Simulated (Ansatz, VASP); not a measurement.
Y5AlN6: VASP beside Ansatz

The input INCAR:

```
SYSTEM = Y5AlN6
PREC = Accurate ; ENCUT = 520
EDIFF = 1E-6 ; ISMEAR = 0
SIGMA = 0.02 ; LREAL = .False.
LASPH = .True. ; NELM = 60
ALGO = Normal ; ISIF = 2
LWAVE = .False. ; LCHARG = .False.
GGA = PE ; NBANDS = 56
```

File KPOINTS:

```
regular mesh
0
Gamma
  8 8 8
  0 0 0
```

File POSCAR:

```
Y5AlN6
1.0
    2.4249859681     -7.1439761491      0.0000000000
    2.4249859681      7.1439761491      0.0000000000
    0.0000000000      0.0000000000      4.8468124969
Y Al N
5 1 6
Direct
    0.6611350739      0.3388649261      0.0000000000
    0.8377791740      0.1622208260      0.5000000000
    0.3388649261      0.6611350739      0.0000000000
    0.5000000000      0.5000000000      0.5000000000
    0.1622208260      0.8377791740      0.5000000000
    0.0000000000      0.0000000000      0.0000000000
    0.6672961699      0.3327038301      0.5000000000
    0.3327038301      0.6672961699      0.5000000000
    0.5000000000      0.5000000000      0.0000000000
    0.0000000000      0.0000000000      0.5000000000
    0.1496421487      0.8503578513      0.0000000000
    0.8503578513      0.1496421487      0.0000000000
```

Input for Ansatz:

```yaml
crystal:
  lattice:
    - [2.4249859681, -7.1439761491, 0.0]
    - [2.4249859681, 7.1439761491, 0.0]
    - [0.0, 0.0, 4.8468124969]
  atoms:
    - { symbol: "Y", position: [0.6611350739, 0.3388649261, 0.0] }
    - { symbol: "Y", position: [0.837779174, 0.162220826, 0.5] }
    - { symbol: "Y", position: [0.3388649261, 0.6611350739, 0.0] }
    - { symbol: "Y", position: [0.5, 0.5, 0.5] }
    - { symbol: "Y", position: [0.162220826, 0.837779174, 0.5] }
    - { symbol: Al, position: [0.0, 0.0, 0.0] }
    - { symbol: "N", position: [0.6672961699, 0.3327038301, 0.5] }
    - { symbol: "N", position: [0.3327038301, 0.6672961699, 0.5] }
    - { symbol: "N", position: [0.5, 0.5, 0.0] }
    - { symbol: "N", position: [0.0, 0.0, 0.5] }
    - { symbol: "N", position: [0.1496421487, 0.8503578513, 0.0] }
    - { symbol: "N", position: [0.8503578513, 0.1496421487, 0.0] }
basis:
  ecutwfc: 420
kpoints:
  mp_grid: { grid: [8, 8, 8] }
  band_path:
    path:
      - [[0.0, 0.0, 0.0], [-0.5, 0.5, 0.0], [-0.2788057, 0.7211943, 0.0]]
      - [[0.2788057, 0.2788057, 0.0], [0.0, 0.0, 0.0], [0.0, 0.0, 0.5], [0.2788057, 0.2788057, 0.5]]
      - [[-0.2788057, 0.7211943, 0.5], [-0.5, 0.5, 0.5], [-0.5, 0.5, 0.0]]
      - [[0.0, 0.0, 0.0], [0.0, 0.5, 0.0], [0.0, 0.5, 0.5], [0.0, 0.0, 0.5], [-0.5, 0.5, 0.5]]
    npoints: 10
hamiltonian:
  xc: pbe
scf:
  occupations: { method: gaussian, width: 0.02 }
  n_extra_bands: 30
output:
  forces: true
  stress: true
  eigenvalues: true
  populations: true
  dos: { projected: true, de: 0.02, nscf_kmesh: { grid: [12, 12, 12] } }
  bader: false
  write_density: true
  write_potential: true
  elf: true
  volumetric_format: npy
```

Alike in both runs: task single point; functional PBE; k mesh 8 × 8 × 8; occupations gaussian, width 0.02 eV; no spin polarisation.

|  | VASP | Ansatz |
| --- | --- | --- |
| version | VASP 6.6.1 | Ansatz 0.2.0 |
| potentials or method | VASP PAW PBE potentials, release 64 (Y_sv, Al, N), cutoff 520 eV | scalar-relativistic, plane waves, PAW |
| valence electrons in the cell | 88 | 88 |

|  | VASP | Ansatz | Ansatz less VASP |
| --- | --- | --- | --- |
| gap on the k mesh at the Fermi level (eV) | 0.39 | 0.40 | +0.003 |
| least direct gap on the mesh (eV) | 0.57 | 0.57 | +0.003 |
| pressure (GPa) | -0.2 | 0.0 | +0.17 |

The functional is the same, so the differences come from potentials, cutoffs and numerics.
